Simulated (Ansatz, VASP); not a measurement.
**C: VASP beside Ansatz**

```
C
1.0
     2.43043    0.00000    0.00000
     0.00000    2.43043    0.00000
     0.00000    0.00000    6.14954
C
6
Direct
  0.00000 0.50000 0.38136
  0.50000 0.00000 0.11864
  0.00000 0.50000 0.61864
  0.50000 0.00000 0.88136
  0.00000 0.00000 0.75000
  0.00000 0.00000 0.25000
```

Alike in both runs: task relaxation of cell and atoms; functional PBE; k mesh 8 × 8 × 4; occupations gaussian, width 0.1 eV; no spin polarisation.

```csv
,VASP,Ansatz
version,VASP 6.6.1,Ansatz 0.2.0
potentials or method,"VASP PAW PBE potentials, release 64 (C), cutoff 600 eV","scalar-relativistic, plane waves, PAW"
valence electrons in the cell,24,24
```

|  | VASP | Ansatz | Ansatz less VASP |
| --- | --- | --- | --- |
| gap on the k mesh at the Fermi level, each at its own relaxed structure (eV) | none | none | - |
| relaxed volume (Å³/atom) | 6.73 | 6.73 | -0.003 |
| relaxed cell length with the largest relative difference (Å) | 5.995 | 5.994 | -0.0012 |

A gap of «none» marks a metal or a gap that the smearing closes.
